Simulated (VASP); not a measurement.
WC: single point with PBEsol

The system is WC.

```
W C
1.0
     0.00000    2.19268    2.19268
     2.19268    0.00000    2.19268
     2.19268    2.19268    0.00000
W C
1 1
Direct
  0.01140 0.01140 0.98860
  0.50000 0.50000 0.50000
```

This cell differs from its parent crystal: all W atoms moved -0.050 Å, as atom 1 towards its neighbour atom 2 (C) at 2.193 Å.

```yaml
Program: VASP 6.6.1
Task: single point
Functional: PBEsol
Potentials_or_basis: VASP PAW PBE potentials, release 64 (W_sv, C)
Cutoff: 520 eV
k_mesh: 18 × 18 × 18
Occupations: gaussian, width 0.15 eV
Spin: no spin polarisation
Dipole_correction: no
Further_INCAR_settings: ALGO = Normal; EDIFF = 1e-07; NBANDS = 16
```

```yaml
Pressure: -8.7 GPa
Largest_force: 0.312 eV/Å
Band_gap_on_the_k_mesh: zero (bands 9 and 10 overlap by 3.13 eV)
```

Forces in eV/Å, atoms in the order of the input:
```
W    0.000  0.000 -0.312
C    0.000  0.000  0.312
```

Stress tensor (GPa, compression positive):
```
-9.20  0.00  0.00
 0.00 -9.20  0.00
 0.00  0.00 -7.82
```

Levels at points of the mesh, in eV from the Fermi level:
| k point | band 7 | band 8 | band 9 | band 10 | band 11 | band 12 |
| --- | --- | --- | --- | --- | --- | --- |
| (0.00, 0.00, 0.00) | -2.81 | -2.74 | -1.49 | -0.95 | -0.93 | -0.93 |
| (0.50, 0.00, 0.00) | -6.55 | -6.55 | 1.06 | 1.07 | 2.35 | 4.89 |
| (0.50, 0.50, 0.00) | -5.56 | -2.45 | -2.45 | 0.87 | 2.30 | 2.30 |
| (0.00, 0.50, 0.50) | -5.56 | -2.48 | -2.40 | 0.90 | 2.30 | 2.30 |

Wall time 57 s on 1 thread of Intel(R) Xeon(R) Platinum 8488C (Sapphire Rapids) (shared host), peak memory 0.27 GiB.

Caveat: the cell differs from its parent crystal (all W atoms moved -0.050 Å, as atom 1 towards its neighbour atom 2 (C) at 2.193 Å); the cell stands under tension; the PAW data sets were made with another functional, which shifts forces and pressure a little; spin-orbit coupling is left out, which moves the levels of the heavy elements.
